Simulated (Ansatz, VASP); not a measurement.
**Two plane-wave programs on Sc**

INCAR

```
  PREC = Accurate
  ENCUT = 500
  EDIFF = 1E-6
  ISMEAR = -1
  SIGMA = 0.05
  LREAL = F
  LASPH = T
  NELM = 120
  ALGO = Normal
  ISIF = 2
  LWAVE = F
  LCHARG = T
  GGA = PS
  LELF = T
  LVHAR = T
  NBANDS = 18
  GGA_COMPAT = F
```

File KPOINTS:

```
Automatic mesh
0
Gamma
  8 8 4
```

POSCAR

```
Sc
1.0
    3.3420900000      0.0000000000      0.0000000000
   -1.6710450000      2.8943348417      0.0000000000
    0.0000000000      0.0000000000      5.2733000000
Sc
2
Direct
    0.6666666667      0.3333333333      0.7500000000
    0.3333333333      0.6666666667      0.2500000000
```

The input input.yaml:

```yaml
crystal:
  lattice:
    - [3.34209, 0.0, 0.0]
    - [-1.671045, 2.8943348417, 0.0]
    - [0.0, 0.0, 5.2733]
  atoms:
    - { symbol: Sc, position: [0.6666666667, 0.3333333333, 0.75] }
    - { symbol: Sc, position: [0.3333333333, 0.6666666667, 0.25] }
hamiltonian:
  xc: pbesol
  pseudopotentials: { kind: paw }
kpoints:
  mp_grid: { grid: [8, 8, 4] }
  band_path:
    path:
      - [[0.0, 0.0, 0.0], [0.5, 0.0, 0.0], [0.3333333333, 0.3333333333, 0.0], [0.0, 0.0, 0.0], [0.0, 0.0, 0.5], [0.5, 0.0, 0.5], [0.3333333333, 0.3333333333, 0.5], [0.0, 0.0, 0.5]]
      - [[0.5, 0.0, 0.5], [0.5, 0.0, 0.0]]
      - [[0.3333333333, 0.3333333333, 0.0], [0.3333333333, 0.3333333333, 0.5]]
    npoints: 14
scf:
  occupations: { method: fermi_dirac, width: 0.05 }
  n_extra_bands: 6
output:
  forces: true
  stress: true
  eigenvalues: true
  fatbands: true
  write_density: true
  write_potential: true
  elf: true
  volumetric_format: npy
```

Alike in both runs: functional PBEsol; k mesh 8 × 8 × 4; occupations fermi-dirac, width 0.05 eV; no spin polarisation.

|  | VASP | Ansatz |
| --- | --- | --- |
| version | VASP 6.6.1 | Ansatz 0.2.0 |
| potentials or method | VASP PAW PBE potentials, release 64 (Sc_sv) | Ansatz PAW |
| plane-wave cutoff (eV) | 500 | 420 |
| valence electrons in the cell | 22 | 22 |
| task | single point | band structure |

|  | VASP | Ansatz | Ansatz less VASP |
| --- | --- | --- | --- |
| gap on the k mesh at the Fermi level (eV) | none | none | - |
| pressure (GPa) | -3.9 | -3.9 | +0.01 |
| traceless stress, the component that is largest in VASP (GPa) | -0.72 | -0.72 | -0.001 |

VASP's potentials were made for PBE, not for PBEsol. A gap of «none» marks a metal or a gap that the smearing closes. The functional is the same, so the differences come from potentials, cutoffs and numerics.
